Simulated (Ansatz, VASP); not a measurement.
# SiC: VASP beside Ansatz

INCAR

```
ALGO = Normal
DIPOL = 0.5 0.5 0.405
EDIFF = 1E-6
ENCUT = 520
GGA = PE
IDIPOL = 3
ISIF = 2
ISMEAR = 0
LASPH = True
LCHARG = False
LDIPOL = True
LREAL = Auto
LWAVE = False
NBANDS = 106
NELM = 60
PREC = Accurate
SIGMA = 0.05
```

The input KPOINTS:

```
k-points
0
Gamma
  3 2 1
```

File POSCAR:

```
SiC
1.0
    6.1938710141      0.0000000000      0.0000000000
    0.0000000000      8.7594563917      0.0000000000
    0.0000000000      0.0000000000     27.3318710141
Si C
20 20
Direct
    0.2500000000      0.7500000000      0.2926985861
    0.2500000000      0.2500000000      0.2926985861
    0.7500000000      0.7500000000      0.2926985861
    0.7500000000      0.2500000000      0.2926985861
    0.5000000000      0.5000000000      0.3493528763
    0.5000000000      0.0000000000      0.3493528763
    0.0000000000      0.5000000000      0.3493528763
    0.0000000000      0.0000000000      0.3493528763
    0.7500687732      0.2471010038      0.4060096166
    0.7500102745      0.7459863653      0.4060758548
    0.2502163874      0.2479791523      0.4060862411
    0.2495591955      0.7447440477      0.4053943345
   -0.0022101306     -0.0042429498      0.4625654733
    0.0003203805      0.5003751118      0.4647757436
    0.4996034154     -0.0029611507      0.4621754207
    0.5010227227      0.4990794045      0.4647521174
    0.2506464818      0.7225754403      0.5102257075
    0.2527886311      0.2391034034      0.5158169383
    0.7509694642      0.7386421299      0.5168285965
    0.7419879607      0.2344807809      0.5156497115
    0.5000000000      0.1250000000      0.2926985861
    0.5000000000      0.6250000000      0.2926985861
    0.0000000000      0.1250000000      0.2926985861
    0.0000000000      0.6250000000      0.2926985861
    0.7500000000      0.8750000000      0.3493528763
    0.7500000000      0.3750000000      0.3493528763
    0.2500000000      0.8750000000      0.3493528763
    0.2500000000      0.3750000000      0.3493528763
   -0.0007092610      0.6221194631      0.4059733684
    0.0002768470      0.1239137074      0.4063937510
    0.5006202444      0.6219138130      0.4061287771
    0.4997125764      0.1242429155      0.4053052499
    0.2495382425      0.3767113758      0.4629053107
    0.2493362983      0.8755393167      0.4623186478
    0.7521591508      0.3749592547      0.4636238014
    0.7489675839      0.8748918686      0.4623562707
    0.4961250425      0.1276276505      0.5136123300
    0.5026338974      0.6285232872      0.5177489254
    0.0018141236      0.1235494980      0.5178882337
   -0.0011346400      0.6295589653      0.5176943734
```

Input for Ansatz:

```yaml
crystal:
  lattice:
    - [6.1938710141, 0.0, 0.0]
    - [0.0, 8.7594563917, 0.0]
    - [0.0, 0.0, 27.3318710141]
  atoms:
    - { symbol: Si, position: [0.25, 0.75, 0.2926985861] }
    - { symbol: Si, position: [0.25, 0.25, 0.2926985861] }
    - { symbol: Si, position: [0.75, 0.75, 0.2926985861] }
    - { symbol: Si, position: [0.75, 0.25, 0.2926985861] }
    - { symbol: C, position: [0.5, 0.125, 0.2926985861] }
    - { symbol: C, position: [0.5, 0.625, 0.2926985861] }
    - { symbol: C, position: [0.0, 0.125, 0.2926985861] }
    - { symbol: C, position: [0.0, 0.625, 0.2926985861] }
    - { symbol: Si, position: [0.5, 0.5, 0.3493528763] }
    - { symbol: Si, position: [0.5, 0.0, 0.3493528763] }
    - { symbol: Si, position: [0.0, 0.5, 0.3493528763] }
    - { symbol: Si, position: [0.0, 0.0, 0.3493528763] }
    - { symbol: C, position: [0.75, 0.875, 0.3493528763] }
    - { symbol: C, position: [0.75, 0.375, 0.3493528763] }
    - { symbol: C, position: [0.25, 0.875, 0.3493528763] }
    - { symbol: C, position: [0.25, 0.375, 0.3493528763] }
    - { symbol: Si, position: [0.7500687732, 0.2471010038, 0.4060096166] }
    - { symbol: Si, position: [0.7500102745, 0.7459863653, 0.4060758548] }
    - { symbol: Si, position: [0.2502163874, 0.2479791523, 0.4060862411] }
    - { symbol: Si, position: [0.2495591955, 0.7447440477, 0.4053943345] }
    - { symbol: C, position: [-0.000709261, 0.6221194631, 0.4059733684] }
    - { symbol: C, position: [0.000276847, 0.1239137074, 0.406393751] }
    - { symbol: C, position: [0.5006202444, 0.621913813, 0.4061287771] }
    - { symbol: C, position: [0.4997125764, 0.1242429155, 0.4053052499] }
    - { symbol: Si, position: [-0.0022101306, -0.0042429498, 0.4625654733] }
    - { symbol: Si, position: [0.0003203805, 0.5003751118, 0.4647757436] }
    - { symbol: Si, position: [0.4996034154, -0.0029611507, 0.4621754207] }
    - { symbol: Si, position: [0.5010227227, 0.4990794045, 0.4647521174] }
    - { symbol: C, position: [0.2495382425, 0.3767113758, 0.4629053107] }
    - { symbol: C, position: [0.2493362983, 0.8755393167, 0.4623186478] }
    - { symbol: C, position: [0.7521591508, 0.3749592547, 0.4636238014] }
    - { symbol: C, position: [0.7489675839, 0.8748918686, 0.4623562707] }
    - { symbol: Si, position: [0.2506464818, 0.7225754403, 0.5102257075] }
    - { symbol: Si, position: [0.2527886311, 0.2391034034, 0.5158169383] }
    - { symbol: Si, position: [0.7509694642, 0.7386421299, 0.5168285965] }
    - { symbol: Si, position: [0.7419879607, 0.2344807809, 0.5156497115] }
    - { symbol: C, position: [0.4961250425, 0.1276276505, 0.51361233] }
    - { symbol: C, position: [0.5026338974, 0.6285232872, 0.5177489254] }
    - { symbol: C, position: [0.0018141236, 0.123549498, 0.5178882337] }
    - { symbol: C, position: [-0.00113464, 0.6295589653, 0.5176943734] }
basis:
  ecutwfc: 420
kpoints:
  mp_grid: { grid: [3, 2, 1] }
hamiltonian:
  xc: pbe
scf:
  occupations: { method: gaussian, width: 0.05 }
output:
  forces: true
  eigenvalues: true
  write_density: true
  volumetric_format: npy
efield:
  axis: 3
  dipole_correction: true
  ramp_width: 0.04
```

Alike in both runs: task single point; functional PBE; k mesh 3 × 2 × 1; occupations gaussian, width 0.05 eV; no spin polarisation.

```csv
,VASP,Ansatz
version,VASP 6.6.1,Ansatz 0.2.0
potentials or method,"VASP PAW PBE potentials, release 64 (Si, C), cutoff 520 eV","scalar-relativistic, plane waves, PAW"
valence electrons in the cell,160,160
```

```csv
,VASP,Ansatz,Ansatz less VASP
rms of the force components (eV/Å),0.880,0.882,+0.0022
```
